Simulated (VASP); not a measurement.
# Si4S (Pmma) in VASP: a series of runs

Si4S is run at these levels: PBE; tasks: single point, relaxation of cell and atoms.

Everything below comes from runs of VASP 6.6.1. Logs are shortened: lines on timing, memory, paths and dates and some standing lists are left out, and cuts for length are marked.

### Step 1. The cell of the first run

Symmetry: Pmma, No. 51, orthorhombic system. Conventional cell: a = 3.666 Å, b = 3.924 Å, c = 15.718 Å, α = 90.00°, β = 90.00°, γ = 90.00°. Within 3.0 Å of Si (site symmetry mm2) lie 2 S at 2.24 Å and 2 Si at 2.36 Å. Si (site symmetry mm2) has 4 Si at 2.32 to 2.36 Å within 3.1 Å. Within 3.1 Å of Si (site symmetry mm2) lie 4 Si at 2.32 to 2.37 Å. Si (site symmetry mm2) has 4 Si at 2.32 to 2.37 Å within 3.1 Å. Within 3.0 Å of S (site symmetry mm2) lie 2 Si at 2.24 Å.

### Step 2. Single point, PBE

INCAR

```
SYSTEM = Si4S
  PREC = Accurate
  ENCUT = 520
  EDIFF = 1E-6
  ISMEAR = 0
  SIGMA = 0.2
  LREAL = .False.
  LASPH = .True.
  NELM = 100
  ALGO = Normal
  ISIF = 2
  LWAVE = .False.
  LCHARG = .False.
  GGA = PE
  NBANDS = 33
```

KPOINTS

```
Automatic mesh
0
Gamma
  4 4 1
  0 0 0
```

POSCAR

```
Si4S
1.0
    3.6655037743      0.0000000000      0.0000000000
    0.0000000000      3.9243044870      0.0000000000
    0.0000000000      0.0000000000     15.7176934146
Si S
8 2
Direct
    0.7500000000      0.0000000000      0.3042054595
    0.7500000000      0.5000000000      0.2204972167
    0.2500000000      0.0000000000      0.6957945405
    0.2500000000      0.5000000000      0.7795027833
    0.7500000000      0.5000000000      0.8701936740
    0.7500000000      0.0000000000      0.9547483251
    0.2500000000      0.0000000000      0.0452516749
    0.2500000000      0.5000000000      0.1298063260
    0.2500000000      0.0000000000      0.3856335531
    0.7500000000      0.0000000000      0.6143664469
```

Potentials or basis: VASP PAW PBE potentials, release 64 (Si, S).

The run is started by

```
$ cat potpaw_PBE.64/Si/POTCAR potpaw_PBE.64/S/POTCAR > POTCAR
$ mpirun -np 1 vasp_std > vasp.out
```

OUTCAR:

```text
SYSTEM = Si4S
   PREC = Accurate
   ENCUT = 520
   EDIFF = 1E-6
   ISMEAR = 0
   LREAL = .False.
   LASPH = .True.
   NELM = 100
   ISIF = 2
   GGA = PE

 ion  position               nearest neighbor table
   1  0.750  0.000  0.304-   9 2.24   9 2.24   2 2.36   2 2.36
   2  0.750  0.500  0.220-   8 2.32   8 2.32   1 2.36   1 2.36
   3  0.250  0.000  0.696-  10 2.24  10 2.24   4 2.36   4 2.36
   4  0.250  0.500  0.780-   5 2.32   5 2.32   3 2.36   3 2.36
   5  0.750  0.500  0.870-   4 2.32   4 2.32   6 2.37   6 2.37
   6  0.750  0.000  0.955-   7 2.32   7 2.32   5 2.37   5 2.37
   7  0.250  0.000  0.045-   6 2.32   6 2.32   8 2.37   8 2.37
   8  0.250  0.500  0.130-   2 2.32   2 2.32   7 2.37   7 2.37
   9  0.250  0.000  0.386-   1 2.24   1 2.24
  10  0.750  0.000  0.614-   3 2.24   3 2.24

  LATTYP: Found a simple orthorhombic cell.
 ALAT       =     3.6655037743
 B/A-ratio  =     1.0706044049
 C/A-ratio  =     4.2880036094

  Lattice vectors:

 A1 = (   3.6655037743,   0.0000000000,   0.0000000000)
 A2 = (   0.0000000000,   3.9243044870,   0.0000000000)
 A3 = (   0.0000000000,   0.0000000000,  15.7176934146)

Analysis of symmetry for initial positions (statically):
=====================================================================
 Subroutine PRICEL returns:
 Original cell was already a primitive cell.

 Routine SETGRP: Setting up the symmetry group for a
 simple orthorhombic supercell.

 Subroutine GETGRP returns: Found  8 space group operations
 (whereof  4 operations were pure point group operations)
 out of a pool of  8 trial point group operations.

The static configuration has the point symmetry C_2h.
 The point group associated with its full space group is D_2h.

Analysis of symmetry for dynamics (positions and initial velocities):
=====================================================================
 Subroutine PRICEL returns:
 Original cell was already a primitive cell.

 Routine SETGRP: Setting up the symmetry group for a
 simple orthorhombic supercell.

 Subroutine GETGRP returns: Found  8 space group operations
 (whereof  4 operations were pure point group operations)
 out of a pool of  8 trial point group operations.

The dynamic configuration has the point symmetry C_2h.
 The point group associated with its full space group is D_2h.

 Subroutine INISYM returns: Found  8 space group operations
 (whereof  4 operations are pure point group operations),
 and found     1 'primitive' translations

[... 103 lines left out ...]
   TEBEG  =    0.0;   TEEND  =   0.0 temperature during run
   PSTRESS=    0.0 pullay stress
   NELECT =      44.0000    total number of electrons
   NUPDOWN=      -1.0000    fix difference up-down
   EMIN   =  10.00;   EMAX   =-10.00  energy-range for DOS
   EFERMI =   0.00;   METHOD = LEGACY
   ISMEAR =     0;   SIGMA  =   0.20  broadening in eV -4-tet -1-fermi 0-gaus
   EFERMI_NEDOS =   21; number of points for ismear=-14 and -15
   IALGO  =     38    algorithm
   IMIX   =      4    mixing-type and parameters
     AMIX     =   0.40;   BMIX     =  1.00
     AMIX_MAG =   1.60;   BMIX_MAG =  1.00
  volume/ion in A,a.u.               =      22.61       152.57
  Fermi-wavevector in a.u.,A,eV,Ry     =   0.948704  1.792790 12.245774  0.900039
  Thomas-Fermi vector in A             =   2.076917
   LORBIT       =      0    0 simple, 1 ext, 2 COOP (PROOUT), +10 PAW based schemes
   GGA     = PE    functional components
   LHFCALC =     F    Hartree Fock is set to
   AEXX    =    0.0000 exact exchange contribution
   IVDW    =     0    specifies the selected vdW correction
   LEPSILON=     F    determine dielectric tensor
   LRPA    =     F    only Hartree local field effects (RPA)
 non-spin polarized calculation
 Gauss-broadening in eV      SIGMA  =   0.20
  energy-cutoff  :      520.00
  volume of cell :      226.09
 maximum number of plane-waves:      6142
 NGX is ok and might be reduce to    28
   NGX = 13   NGY = 15   NGZ = 59

 number of electron      43.9999996 magnetization

 Free energy of the ion-electron system (eV)
  ---------------------------------------------------
  ext. energy  EPLUGINS =         0.00000000
  ---------------------------------------------------
  free energy    TOTEN  =       -52.49915661 eV

  energy without entropy =      -52.48688642  energy(sigma->0) =      -52.49302152

 E-fermi :   4.5748     XC(G=0):  -8.7065

 val. band max:        4.4798949733   @ k =   0.0000   0.0000   0.0000
 cond. band min:       4.6814951916   @ k =   0.0000   0.0000   0.0000
 fundamental gap:      0.2016002184
 Fermi energy:         4.5748469754

 k-point     1 :       0.0000    0.0000    0.0000
  band No.  band energies     occupation
      1      -9.5013      2.00000
      2      -9.4449      2.00000
      3      -7.4099      2.00000
      4      -6.5566      2.00000
      5      -5.3418      2.00000
      6      -3.6756      2.00000
[... 313 lines left out ...]
     32       8.6457      0.00000
     33       9.3199      0.00000

------------------------ aborting loop because EDIFF is reached ----------------------------------------

  FORCE on cell =-STRESS in cart. coord.  units (eV):
  Direction    XX          YY          ZZ          XY          YZ          ZX
  --------------------------------------------------------------------------------------
  -------------------------------------------------------------------------------------
  Total       -0.0061907      0.0116262      0.0607384      0.0000000      0.0000000     -0.0000000
  in kB       -0.0438697      0.0823882      0.4304161      0.0000000      0.0000000     -0.0000000
  external PRESSURE =       0.1563115 kB  Pullay stress =       0.0000000 kB

 VOLUME and BASIS-vectors are now :
 -----------------------------------------------------------------------------
  energy-cutoff  :      520.00
  volume of cell :      226.09
      direct lattice vectors                 reciprocal lattice vectors
     3.665503774  0.000000000  0.000000000     0.272813796  0.000000000  0.000000000
     0.000000000  3.924304487  0.000000000     0.000000000  0.254822225  0.000000000
     0.000000000  0.000000000 15.717693415     0.000000000  0.000000000  0.063622567

 POSITION                                       TOTAL-FORCE (eV/Angst)
 -----------------------------------------------------------------------------------
      2.74913      0.00000      4.78141        -0.000000     -0.000000     -0.021167
      2.74913      1.96215      3.46571        -0.000000     -0.000000      0.016995
      0.91638      0.00000     10.93629         0.000000     -0.000000      0.021167
      0.91638      1.96215     12.25199         0.000000     -0.000000     -0.016995
      2.74913      1.96215     13.67744        -0.000000     -0.000000      0.007685
      2.74913      0.00000     15.00644        -0.000000     -0.000000     -0.012861
      0.91638      0.00000      0.71125        -0.000000     -0.000000      0.012861
      0.91638      1.96215      2.04026         0.000000      0.000000     -0.007685
      0.91638      0.00000      6.06127        -0.000000      0.000000     -0.004363
      2.74913      0.00000      9.65642        -0.000000     -0.000000      0.004363
 -----------------------------------------------------------------------------------
    total drift:                               -0.000000      0.000000      0.000000

  FREE ENERGIE OF THE ION-ELECTRON SYSTEM (eV)
  ---------------------------------------------------
  free  energy   TOTEN  =       -52.4991566146 eV

  energy  without entropy=      -52.4868864224  energy(sigma->0) =      -52.49302152
```

Wall time 1.7 min (1 thread of Intel Xeon 8259CL, shared host); peak memory 0.31 GiB.

Results:

```
Free energy            : -52.4992 eV
Pressure               : 0.0 GPa
Largest force          : 0.021 eV/Å
Band gap on the k mesh : 0.20 eV
```

Forces in eV/Å, atoms in the order of the input:
```
Si   0.000  0.000 -0.021
Si   0.000  0.000  0.017
Si   0.000  0.000  0.021
Si   0.000  0.000 -0.017
Si   0.000  0.000  0.008
Si   0.000  0.000 -0.013
Si   0.000  0.000  0.013
Si   0.000  0.000 -0.008
S    0.000  0.000 -0.004
S    0.000  0.000  0.004
```

Levels at points of the mesh, in eV from the valence-band top:
```tsv
k point	band 18	band 19	band 20	band 21	band 22	band 23	band 24	band 25	band 26	band 27
(0.00, 0.00, 0.00)	-1.39	-1.29	-0.55	-0.39	0.00	0.20	0.37	0.99	1.11	1.36
(0.50, 0.00, 0.00)	-1.71	-1.59	-1.59	-1.21	-1.21	1.35	1.35	2.06	2.06	2.82
(0.00, 0.50, 0.00)	-1.81	-0.95	-0.95	-0.95	-0.90	0.64	0.83	2.68	2.73	2.91
(0.50, 0.50, 0.00)	-3.41	-3.29	-3.29	-2.38	-2.38	0.84	0.84	1.25	1.25	2.35
```

Caveat: the k points lie up to 0.43 Å⁻¹ apart; semilocal functionals underestimate gaps, and a narrow one can read as zero; this functional lacks dispersion, which binds layers or chains, so the pressure and a relaxed spacing across them are unreliable.

### Step 3. Relaxation of cell and atoms, PBE

This run uses another cell than the first one, of 21.73 Å³/atom.

INCAR

```
SYSTEM = Si4S
PREC = Accurate
ENCUT = 600
EDIFF = 1E-7
ISMEAR = 0
SIGMA = 0.2
LREAL = .FALSE.
LASPH = .TRUE.
NELM = 60
ALGO = Normal
ISIF = 3
LWAVE = .FALSE.
LCHARG = .FALSE.
GGA = PE
IBRION = 2
NSW = 36
EDIFFG = -0.08
```

KPOINTS

```
Automatic mesh
0
G
  4 4 1
  0 0 0
```

POSCAR

```
Si4S
1.0
    3.8176830500      0.0000000000      0.0000000000
    0.0000000000      3.8176830500      0.0000000000
    0.0000000000      0.0000000000     14.9128244200
Si S
8 2
Direct
    0.7500000000      0.0000000000      0.3170000000
    0.7500000000      0.5000000000      0.2270000000
    0.2500000000      0.0000000000      0.6830000000
    0.2500000000      0.5000000000      0.7730000000
    0.7500000000      0.5000000000      0.8640000000
    0.7500000000      0.0000000000      0.9550000000
    0.2500000000      0.0000000000      0.0450000000
    0.2500000000      0.5000000000      0.1360000000
    0.2500000000      0.0000000000      0.4000000000
    0.7500000000      0.0000000000      0.6000000000
```

Potentials or basis: VASP PAW PBE potentials, release 64 (Si, S).

The run is started by

```
$ cat potpaw_PBE.64/Si/POTCAR potpaw_PBE.64/S/POTCAR > POTCAR
$ mpirun -np 1 vasp_std > vasp.out
```

Wall time 9.6 min (1 thread of Intel Xeon 8259CL, shared host); peak memory 0.34 GiB.

It converged, with:

- Free energy: -52.4722 eV
- Relaxed volume: 21.83 Å³/atom
- Relaxed cell: a = 3.668 Å, b = 3.923 Å, c = 15.171 Å, α = 90.00°, β = 90.00°, γ = 90.00°
- Space group after relaxing (to 0.1 Å): Pmma (No. 51)
- Energy gained by relaxing: 20.9 meV/atom
- Ionic steps: 7
- Pressure after relaxing: 0.1 GPa
- Largest force after relaxing: 0.071 eV/Å
- Band gap on the k mesh: 0.19 eV

Forces in eV/Å, atoms in the order of the input:
```
Si   0.000  0.000 -0.041
Si   0.000  0.000 -0.071
Si   0.000  0.000  0.041
Si   0.000  0.000  0.071
Si   0.000  0.000 -0.010
Si   0.000  0.000  0.016
Si   0.000  0.000 -0.016
Si   0.000  0.000  0.010
S    0.000  0.000 -0.037
S    0.000  0.000  0.037
```

Stress tensor (GPa, compression positive):
```
0.05 0.00 0.00
0.00 0.05 0.00
0.00 0.00 0.15
```

The path:
```csv
step,energy change (eV),largest force (eV/Å),pressure (GPa),volume (Å³)
1,0.0000,0.2826,0.04,217.35
2,-0.1295,0.6718,0.69,217.33
3,-0.1380,0.5458,0.50,217.37
4,-0.2029,0.2628,-0.30,219.45
5,-0.2051,0.2042,-0.46,219.87
6,-0.2093,0.0834,0.19,218.05
7,-0.2095,0.0709,0.08,218.34
```

Final structure:
```cif
data_structure
_symmetry_space_group_name_H-M 'P 1'
_symmetry_Int_Tables_number 1
_cell_length_a 3.6683
_cell_length_b 3.9232
_cell_length_c 15.1715
_cell_angle_alpha 90.000
_cell_angle_beta 90.000
_cell_angle_gamma 90.000
_cell_volume 218.34
loop_
_atom_site_label
_atom_site_type_symbol
_atom_site_fract_x
_atom_site_fract_y
_atom_site_fract_z
_atom_site_occupancy
Si1 Si 0.75000 0.00000 0.31567 1
Si2 Si 0.75000 0.50000 0.22919 1
Si3 Si 0.25000 0.00000 0.68433 1
Si4 Si 0.25000 0.50000 0.77081 1
Si5 Si 0.75000 0.50000 0.86508 1
Si6 Si 0.75000 0.00000 0.95293 1
Si7 Si 0.25000 0.00000 0.04707 1
Si8 Si 0.25000 0.50000 0.13492 1
S1 S 0.25000 0.00000 0.39981 1
S2 S 0.75000 0.00000 0.60019 1
```

Levels at points of the mesh, in eV from the valence-band top:
```
           k point  band 19  band 20  band 21  band 22  band 23  band 24  band 25  band 26
(0.00, 0.00, 0.00)    -1.40    -0.63    -0.42     0.00     0.19     0.32     0.97     1.10
(0.50, 0.00, 0.00)    -1.60    -1.60    -1.26    -1.26     1.27     1.27     2.04     2.04
(0.00, 0.50, 0.00)    -0.97    -0.96    -0.93    -0.91     0.67     0.77     2.63     2.68
(0.50, 0.50, 0.00)    -3.29    -3.29    -2.43    -2.43     0.75     0.75     1.23     1.23
```

Caveat: the k points lie up to 0.43 Å⁻¹ apart in the final cell; semilocal functionals underestimate gaps, and a narrow one can read as zero; this functional lacks dispersion, which binds layers or chains, so the pressure and a relaxed spacing across them are unreliable; the relaxation stopped at a loose force limit of 0.08 eV/Å, so its end isn't a converged minimum. A k mesh can miss the band edges.
